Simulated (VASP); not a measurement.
# Ni (C2/c) in VASP: single point with PBE

Aim: the single point of Ni with PBE.

Everything below comes from runs of VASP 6.6.1. Logs are shortened: lines on timing, memory, paths and dates and some standing lists are left out, and cuts for length are marked.

### 1 The cell of the first run

Symmetry: C2/c, No. 15, monoclinic system. The conventional cell has a = 5.035 Å, b = 3.003 Å, c = 6.665 Å, α = 90.00°, β = 102.17°, γ = 90.00°. Within 1.8 Å of Ni (site symmetry 1) lie 1 Ni at 1.36 Å.

### 2 Single point, PBE, collinear spin, ferromagnetic start

INCAR reads:

```
SYSTEM = Ni
PREC     = Accurate       ! precision mode
ENCUT    = 520            ! plane-wave cutoff, eV
EDIFF    = 1E-7           ! SCF threshold, eV
ISMEAR   = 0              ! smearing method
SIGMA    = 0.1            ! smearing width, eV
LREAL    = .False.        ! projectors in reciprocal space
LASPH    = .True.         ! aspherical terms in the spheres
NELM     = 150            ! most SCF steps
ALGO     = Normal         ! electronic algorithm
ISIF     = 2              ! what is computed and relaxed
LWAVE    = .False.        ! write WAVECAR
LCHARG   = .False.        ! write CHGCAR
ISPIN    = 2              ! spin polarisation
MAGMOM   = 2 2 2 2        ! initial moments
LORBIT   = 11             ! projections on sites
LMAXMIX  = 4              ! l up to which the mixer works
GGA      = PE             ! functional
NBANDS   = 32             ! bands
```

KPOINTS reads:

```
Automatic mesh
0
Gamma
  8 8 4
  0 0 0
```

POSCAR reads:

```
Ni
1.0
    2.5175978157     -1.5014037883      0.0000000000
    2.5175978157      1.5014037883      0.0000000000
   -1.4050209890      0.0000000000      6.5149846980
Ni
4
Direct
    0.9680000000      0.6020000000      0.0997000000
    0.3980000000      0.0320000000      0.4003000000
    0.0320000000      0.3980000000      0.9003000000
    0.6020000000      0.9680000000      0.5997000000
```

Potentials or basis: VASP PAW PBE potentials, release 64 (Ni).

Launch:

```console
cat potpaw_PBE.64/Ni/POTCAR > POTCAR
mpirun -np 1 vasp_std > vasp.out
```

OUTCAR:

```text
SYSTEM = Ni
   PREC = Accurate
   ENCUT = 520
   EDIFF = 1E-7
   ISMEAR = 0
   LREAL = .False.
   LASPH = .True.
   NELM = 150
   ISIF = 2
   ISPIN = 2
   LORBIT = 11
   GGA = PE

 ion  position               nearest neighbor table
   1  0.968  0.602  0.100-   3 1.36   2 2.59   2 2.59   2 2.62   3 2.91   3 2.98
   2  0.398  0.032  0.400-   4 1.36   1 2.59   1 2.59   1 2.62   4 2.91   4 2.98
   3  0.032  0.398  0.900-   1 1.36   4 2.59   4 2.59   4 2.62   1 2.91   1 2.98
   4  0.602  0.968  0.600-   2 1.36   3 2.59   3 2.59   3 2.62   2 2.91   2 2.98

 -----------------------------------------------------------------------------
|                                                                             |
|           W    W    AA    RRRRR   N    N  II  N    N   GGGG   !!!           |
|           W    W   A  A   R    R  NN   N  II  NN   N  G    G  !!!           |
|           W    W  A    A  R    R  N N  N  II  N N  N  G       !!!           |
|           W WW W  AAAAAA  RRRRR   N  N N  II  N  N N  G  GGG   !            |
|           WW  WW  A    A  R   R   N   NN  II  N   NN  G    G                |
|           W    W  A    A  R    R  N    N  II  N    N   GGGG   !!!           |
|                                                                             |
|     The distance between some ions is very small. Please check the          |
|     nearest-neighbor list in the OUTCAR file.                               |
|     I HOPE YOU KNOW WHAT YOU ARE DOING!                                     |
|                                                                             |
 -----------------------------------------------------------------------------

  LATTYP: Found a base centered monoclinic cell.
 ALAT       =     5.0351956314
 B/A-ratio  =     0.5963636364
 C/A-ratio  =     1.3236360154
 COS(beta)  =    -0.2108132423

  Lattice vectors:

 A1 = (   2.5175978157,  -1.5014037883,   0.0000000000)
 A2 = (   2.5175978157,   1.5014037883,   0.0000000000)
 A3 = (  -1.4050209890,   0.0000000000,   6.5149846980)

Analysis of symmetry for initial positions (statically):
=====================================================================
 Subroutine PRICEL returns:
 Original cell was already a primitive cell.

 Routine SETGRP: Setting up the symmetry group for a
 base centered monoclinic supercell.

 Subroutine GETGRP returns: Found  4 space group operations
 (whereof  2 operations were pure point group operations)
 out of a pool of  4 trial point group operations.

The static configuration has the point symmetry S_2 .
 The point group associated with its full space group is C_2h.

Analysis of symmetry for dynamics (positions and initial velocities):
=====================================================================
 Subroutine PRICEL returns:
 Original cell was already a primitive cell.

 Routine SETGRP: Setting up the symmetry group for a
 base centered monoclinic supercell.

 Subroutine GETGRP returns: Found  4 space group operations
 (whereof  2 operations were pure point group operations)
 out of a pool of  4 trial point group operations.

The dynamic configuration has the point symmetry S_2 .
 The point group associated with its full space group is C_2h.

Analysis of structural, dynamic, and magnetic symmetry:
=====================================================================
 Subroutine PRICEL returns:
 Original cell was already a primitive cell.

 Routine SETGRP: Setting up the symmetry group for a
 base centered monoclinic supercell.

 Subroutine GETGRP returns: Found  4 space group operations
 (whereof  2 operations were pure point group operations)
 out of a pool of  4 trial point group operations.

The overall configuration has the point symmetry S_2 .
 The point group associated with its full space group is C_2h.

 Subroutine INISYM returns: Found  4 space group operations
 (whereof  2 operations are pure point group operations),
 and found     1 'primitive' translations

----------------------------------------------------------------------------------------

                                     Primitive cell

  volume of cell :      49.2524

  direct lattice vectors                    reciprocal lattice vectors
     2.517597816 -1.501403788  0.000000000     0.198602015 -0.333021672  0.042830492
     2.517597816  1.501403788  0.000000000     0.198602015  0.333021672  0.042830492
    -1.405020989  0.000000000  6.514984698     0.000000000  0.000000000  0.153492302

[... 69 lines left out ...]
   k-points           NKPTS =     78   k-points in BZ     NKDIM =     78   number of bands    NBANDS=     32
   number of dos      NEDOS =    301   number of ions     NIONS =      4
   total plane-waves  NPLWV =  28800
   dimension x,y,z NGX =    24 NGY =   24 NGZ =   50
   dimension x,y,z NGXF=    48 NGYF=   48 NGZF=  100
   ions per type =               4
   NGX,Y,Z   is equivalent  to a cutoff of  13.61, 13.61, 12.47 a.u.
   NGXF,Y,Z  is equivalent  to a cutoff of  27.22, 27.22, 24.94 a.u.
 SYSTEM =  Ni
   PREC   = accura    normal or accurate (medium, high low for compatibility)
   ISTART =      0    job   : 0-new  1-cont  2-samecut
   ICHARG =      2    charge: 1-file 2-atom 10-const
   ISPIN  =      2    spin polarized calculation?
   LNONCOLLINEAR =      F non collinear calculations
   LSORBIT =      F    spin-orbit coupling
   LASPH  =      T    aspherical Exc in radial PAW
   ENCUT  =  520.0 eV  38.22 Ry    6.18 a.u.   5.45  5.45 12.39*2*pi/ulx,y,z
   NELM   =    150;   NELMIN=  2; NELMDL= -5     # of ELM steps
   EDIFF  = 0.1E-06   stopping-criterion for ELM
   LREAL  =      F    real-space projection
   EDIFFG = 0.1E-05   stopping-criterion for IOM
   NSW    =      0    number of steps for IOM
   IBRION =     -1    ionic relax: 0-MD 1-quasi-New 2-CG
   NFREE  =      0    steps in history (QN), initial steepest desc. (CG)
   ISIF   =      2    stress and relaxation
   ISYM   =      2    0-nonsym 1-usesym 2-fastsym
   POTIM  = 0.5000    time-step for ionic-motion
   TEBEG  =    0.0;   TEEND  =   0.0 temperature during run
   PSTRESS=    0.0 pullay stress
   NELECT =      40.0000    total number of electrons
   NUPDOWN=      -1.0000    fix difference up-down
   EMIN   =  10.00;   EMAX   =-10.00  energy-range for DOS
   EFERMI =   0.00;   METHOD = LEGACY
   ISMEAR =     0;   SIGMA  =   0.10  broadening in eV -4-tet -1-fermi 0-gaus
   EFERMI_NEDOS =   21; number of points for ismear=-14 and -15
   IALGO  =     38    algorithm
   IMIX   =      4    mixing-type and parameters
     AMIX     =   0.40;   BMIX     =  1.00
     AMIX_MAG =   1.60;   BMIX_MAG =  1.00
  volume/ion in A,a.u.               =      12.31        83.09
  Fermi-wavevector in a.u.,A,eV,Ry     =   1.527399  2.886365 31.741667  2.332947
  Thomas-Fermi vector in A             =   2.635300
   LORBIT       =     11    0 simple, 1 ext, 2 COOP (PROOUT), +10 PAW based schemes
   GGA     = PE    functional components
   LHFCALC =     F    Hartree Fock is set to
   AEXX    =    0.0000 exact exchange contribution
   IVDW    =     0    specifies the selected vdW correction
   LEPSILON=     F    determine dielectric tensor
   LRPA    =     F    only Hartree local field effects (RPA)
 spin polarized calculation
 Gauss-broadening in eV      SIGMA  =   0.10
  energy-cutoff  :      520.00
  volume of cell :       49.25
 maximum number of plane-waves:      1358
 NGX is ok and might be reduce to    24
   NGX = 11   NGY = 11   NGZ = 25

 number of electron      40.0000005 magnetization       2.3146296

 Free energy of the ion-electron system (eV)
  ---------------------------------------------------
  ext. energy  EPLUGINS =         0.00000000
  ---------------------------------------------------
  free energy    TOTEN  =         1.30476148 eV

  energy without entropy =        1.32301749  energy(sigma->0) =        1.31388948

 E-fermi :   8.2371     XC(G=0): -12.2079

 val. band max:        8.2366516810   @ k =   0.2500   0.0000   0.5000
 cond. band min:       8.2390946353   @ k =  -0.2500   0.0000   0.2500
 fundamental gap:      0.0024429543
 Fermi energy:         8.2370761257

 spin component 1

 k-point     1 :       0.0000    0.0000    0.0000
  band No.  band energies     occupation
      1       0.1629      1.00000
      2       0.8365      1.00000
      3       0.9760      1.00000
      4       1.1807      1.00000
      5       1.3739      1.00000
      6       1.5203      1.00000
[... 829 lines left out ...]
     31      23.3539      0.00000
     32      24.1798      0.00000

 [... further k-points ...]

 spin component 2

 k-point     1 :       0.0000    0.0000    0.0000
  band No.  band energies     occupation
      1       0.2151      1.00000
      2       1.0549      1.00000
      3       1.7409      1.00000
      4       2.0589      1.00000
      5       2.0855      1.00000
      6       2.3112      1.00000
[... 829 lines left out ...]
     31      23.4709      0.00000
     32      24.2629      0.00000

 [... further k-points ...]

------------------------ aborting loop because EDIFF is reached ----------------------------------------

  FORCE on cell =-STRESS in cart. coord.  units (eV):
  Direction    XX          YY          ZZ          XY          YZ          ZX
  --------------------------------------------------------------------------------------
  -------------------------------------------------------------------------------------
  Total       -5.6394297      2.8538868     79.3636386      0.0000000      0.0000000      4.5856675
  in kB     -183.4503378     92.8367793   2581.6947814      0.0000000      0.0000000    149.1715120
  external PRESSURE =     830.3604076 kB  Pullay stress =       0.0000000 kB

 VOLUME and BASIS-vectors are now :
 -----------------------------------------------------------------------------
  energy-cutoff  :      520.00
  volume of cell :       49.25
      direct lattice vectors                 reciprocal lattice vectors
     2.517597816 -1.501403788  0.000000000     0.198602015 -0.333021672  0.042830492
     2.517597816  1.501403788  0.000000000     0.198602015  0.333021672  0.042830492
    -1.405020989  0.000000000  6.514984698     0.000000000  0.000000000  0.153492302

 POSITION                                       TOTAL-FORCE (eV/Angst)
 -----------------------------------------------------------------------------------
      3.81255     -0.54951      0.64954         1.805452     10.413917     32.343774
      0.52014     -0.54951      2.60795        -1.805452     10.413917    -32.343774
     -0.18237      0.54951      5.86544        -1.805452    -10.413917    -32.343774
      3.11004      0.54951      3.90704         1.805452    -10.413917     32.343774
 -----------------------------------------------------------------------------------
    total drift:                                0.000000      0.000000     -0.000000

  FREE ENERGIE OF THE ION-ELECTRON SYSTEM (eV)
  ---------------------------------------------------
  free  energy   TOTEN  =         1.3047614762 eV

  energy  without entropy=        1.3230174923  energy(sigma->0) =        1.31388948

 total charge

# of ion       s       p       d       tot
------------------------------------------
    1        0.467   0.504   8.776   9.747
    2        0.467   0.504   8.776   9.747
    3        0.467   0.504   8.776   9.747
    4        0.467   0.504   8.776   9.747
--------------------------------------------------
tot          1.866   2.016  35.106  38.988

 magnetization (x)

# of ion       s       p       d       tot
------------------------------------------
    1        0.001   0.017   0.543   0.562
    2        0.001   0.017   0.543   0.562
    3        0.001   0.017   0.543   0.562
    4        0.001   0.017   0.543   0.562
--------------------------------------------------
tot          0.005   0.069   2.173   2.247
```

Wall time 4.7 min (1 thread of Intel Xeon 8259CL, shared host); peak memory 0.31 GiB.

Results:

- Free energy: 1.3048 eV
- Pressure: 83.0 GPa
- Largest force: 34.027 eV/Å
- Net moment: 2.31 μB per cell
- Site moments: Ni +0.56 μB
- Valence electrons inside the program's atomic spheres: Ni 9.75

Forces on the atoms (eV/Å):
```
Ni    1.805  10.414  32.344
Ni   -1.805  10.414 -32.344
Ni   -1.805 -10.414 -32.344
Ni    1.805 -10.414  32.344
```

Levels at points of the mesh, in eV from the Fermi level:
Spin up:
```csv
k point,band 18,band 19,band 20,band 21,band 22,band 23,band 24,band 25
"(0.00, 0.00, 0.00)",-1.13,-0.94,-0.77,-0.48,-0.12,-0.07,6.35,10.34
"(0.50, 0.00, 0.00)",-0.87,-0.79,-0.55,-0.43,-0.01,2.66,3.11,3.90
"(0.50, 0.50, 0.00)",-1.04,-0.90,-0.62,0.10,0.46,1.88,3.68,5.65
"(0.00, 0.00, 0.50)",-1.24,-0.53,-0.53,-0.25,-0.25,1.93,1.93,15.48
"(0.50, 0.00, 0.50)",-0.98,-0.93,-0.67,-0.14,0.08,1.76,2.68,6.19
"(0.50, 0.50, 0.50)",-0.87,-0.57,-0.57,-0.29,-0.29,2.86,2.86,5.82
```
Spin down:
```
           k point  band 15  band 16  band 17  band 18  band 19  band 20  band 21  band 22  band 23  band 24
(0.00, 0.00, 0.00)    -1.08    -0.84    -0.73    -0.72    -0.50     0.27     0.41     0.83     0.99     6.45
(0.50, 0.00, 0.00)    -1.03    -1.00    -0.57    -0.39    -0.28     0.44     0.48     0.62     3.00     3.35
(0.50, 0.50, 0.00)    -0.65    -0.60    -0.43    -0.41    -0.27    -0.23     0.72     1.05     2.40     4.05
(0.00, 0.00, 0.50)    -1.00    -1.00    -0.73    -0.73     0.33     0.33     0.69     0.69     2.19     2.19
(0.50, 0.00, 0.50)    -1.13    -0.74    -0.47    -0.28    -0.23    -0.15     0.19     1.11     2.24     3.09
(0.50, 0.50, 0.50)    -1.05    -1.05    -0.39    -0.39     0.16     0.16     0.38     0.38     3.21     3.21
```

Caveat: atoms lie so close that the PAW spheres overlap strongly, which falsifies energies and pressures; the cell stands under pressure; forces of over 1 eV/Å act on the atoms, so gaps and moduli don't describe the material at rest.
